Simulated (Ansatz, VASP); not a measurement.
# P in VASP and in Ansatz

File INCAR:

```
PREC = Accurate ; ENCUT = 520
EDIFF = 1E-6 ; ISMEAR = 0
SIGMA = 0.02 ; LREAL = F
LASPH = T ; NELM = 80
ALGO = Normal ; ISIF = 2
LWAVE = F ; LCHARG = F
GGA = PE ; NBANDS = 18
```

KPOINTS

```
Automatic mesh
0
Gamma
  8 1 6
```

Contents of POSCAR:

```
P
1.0
    3.4022130975      0.0000000000      0.0000000000
    0.0000000000     35.9088537013      0.0000000000
    0.0000000000      0.0000000000      4.5200363318
P
4
Direct
    0.0000000000      0.9705743070      0.5866631245
    0.0000000000      0.0294256930      0.4133368755
    0.5000000000      0.0294256930      0.0866631245
    0.5000000000      0.9705743070      0.9133368755
```

Input for Ansatz:

```yaml
crystal:
  lattice:
    - [3.4022130975, 0.0, 0.0]
    - [0.0, 35.9088537013, 0.0]
    - [0.0, 0.0, 4.5200363318]
  atoms:
    - { symbol: P, position: [0.0, 0.970574307, 0.5866631245] }
    - { symbol: P, position: [0.0, 0.029425693, 0.4133368755] }
    - { symbol: P, position: [0.5, 0.029425693, 0.0866631245] }
    - { symbol: P, position: [0.5, 0.970574307, 0.9133368755] }
basis:
  ecutwfc: 420
kpoints:
  mp_grid: { grid: [8, 1, 6] }
  band_path: { path: [VBM, CBM], npoints: 2 }
hamiltonian:
  xc: pbe
scf:
  occupations: { method: gaussian, width: 0.02 }
output:
  forces: true
  stress: true
  eigenvalues: true
checkpoint:
  read: start.run
  write: ck
  compress: false
  write_wavefunctions: false
  write_every: 100000
```

Alike in both runs: task single point; functional PBE; k mesh 8 × 1 × 6; occupations gaussian, width 0.02 eV; no spin polarisation.

|  | VASP | Ansatz |
| --- | --- | --- |
| version | VASP 6.6.1 | Ansatz 0.2.0 |
| potentials or method | VASP PAW PBE potentials, release 64 (P), cutoff 520 eV | scalar-relativistic, plane waves, PAW |
| valence electrons in the cell | 20 | 20 |

|  | VASP | Ansatz | Ansatz less VASP |
| --- | --- | --- | --- |
| gap on the k mesh at the Fermi level (eV) | 0.99 | 0.97 | -0.017 |
| least direct gap on the mesh (eV) | 0.99 | 0.97 | -0.017 |
| rms of the force components (eV/Å) | 0.027 | 0.000 | -0.0266 |

Atom by atom the forces differ by 0.027 eV/Å (rms over components). With one functional, cell and mesh, what is left measures potentials, basis and numerics.
